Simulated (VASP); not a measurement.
La2ZrO3: single point with PBE

Crystal: La2ZrO3.

```xyz
6
Lattice="4.7187 0.0000 0.0000 -2.3593 4.0865 0.0000 0.0000 0.0000 9.1803" Properties=species:S:1:pos:R:3 pbc="T T T"
La    0.0000    2.7243    0.0000
La    2.3593    1.3622    0.0000
Zr    0.0000    0.0000    4.5901
O     0.0000    0.0000    6.4976
O     0.0000    0.0000    2.6827
O     0.0000    0.0000    0.0000
```

The cell was generated, and may not be a known phase.

| Item | Value |
| --- | --- |
| Program | VASP 6.6.1 |
| Task | single point |
| Functional | PBE |
| Potentials or basis | VASP PAW PBE potentials, release 64 (La, Zr_sv, O) |
| Cutoff | 520 eV |
| k mesh | 6 × 6 × 4 |
| Occupations | gaussian, width 0.1 eV |
| Spin | no spin polarisation |
| Dipole correction | no |
| Further INCAR settings | ALGO = Normal; EDIFF = 1e-06; NBANDS = 35 |

```yaml
Pressure: 0.0 GPa
Largest_force: 0.131 eV/Å
Band_gap_on_the_k_mesh: zero (bands 26 and 27 overlap by 0.29 eV)
```

Forces on the atoms (eV/Å):
```
La   0.000  0.000  0.000
La   0.000  0.000  0.000
Zr   0.000  0.000  0.000
O    0.000  0.000  0.131
O    0.000  0.000 -0.131
O    0.000  0.000  0.000
```

Stress tensor (GPa, compression positive):
```
-0.18  0.00  0.00
 0.00 -0.18  0.00
 0.00  0.00  0.41
```

Levels at points of the mesh, in eV from the Fermi level:
| k point | band 24 | band 25 | band 26 | band 27 | band 28 | band 29 |
| --- | --- | --- | --- | --- | --- | --- |
| (0.00, 0.00, 0.00) | -1.37 | -0.18 | -0.18 | -0.16 | 0.51 | 0.74 |
| (0.50, 0.00, 0.00) | -0.42 | -0.34 | -0.14 | -0.11 | 1.14 | 1.27 |
| (0.00, 0.00, 0.50) | -1.27 | -1.04 | -0.19 | -0.19 | 0.45 | 0.75 |
| (0.50, 0.00, 0.50) | -0.90 | -0.29 | -0.22 | -0.10 | 1.15 | 1.18 |

Run time: 2.3 min on 1 thread of AMD EPYC 9R45 96-Core Processor (Zen 5) (shared host), peak memory 0.34 GiB.

Caveat: spin-orbit coupling is left out, which moves the levels of the heavy elements.
